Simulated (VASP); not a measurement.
Input of a VASP 6.6.1 run:

File INCAR:

```
SYSTEM = GaN
ALGO = Normal ; EDIFF = 1E-6
ENCUT = 600 ; GGA = CA
GGA_COMPAT = .FALSE. ; ISIF = 2
ISMEAR = 0 ; LASPH = .TRUE.
LCHARG = .TRUE. ; LELF = .TRUE.
LREAL = .FALSE. ; LVHAR = .TRUE.
LWAVE = .FALSE. ; NBANDS = 26
NELM = 120 ; PREC = Accurate
SIGMA = 0.02
```

File KPOINTS:

```
k-points
0
G
  10 6 8
  0 0 0
```

File POSCAR:

```
GaN
1.0
    3.0611126101      0.0000000000      0.0000000000
    0.0000000000      4.3290669213      0.0000000000
    0.0000000000      0.0000000000      3.2080450275
Ga N
2 2
Direct
    0.0000000000     -0.0042383856      0.0000000000
    0.5000000000      0.4957616144      0.5000000000
    0.5000000000      0.2542383856      0.0000000000
    0.0000000000      0.7542383856      0.5000000000
```

Potentials or basis: VASP PAW LDA potentials, release 64 (Ga_d, N).

Run with:

```bash
$ cat potpaw_LDA.64/Ga_d/POTCAR potpaw_LDA.64/N/POTCAR > POTCAR
$ mpirun -np 1 vasp_std > vasp.out
```

(1) Predict the band gap on the k mesh.

(2) Estimate the largest force.

(3) What does it give for the pressure?

Results:

(1) 2.04 eV.

(2) 0.012 eV/Å.

(3) 9.8 GPa.
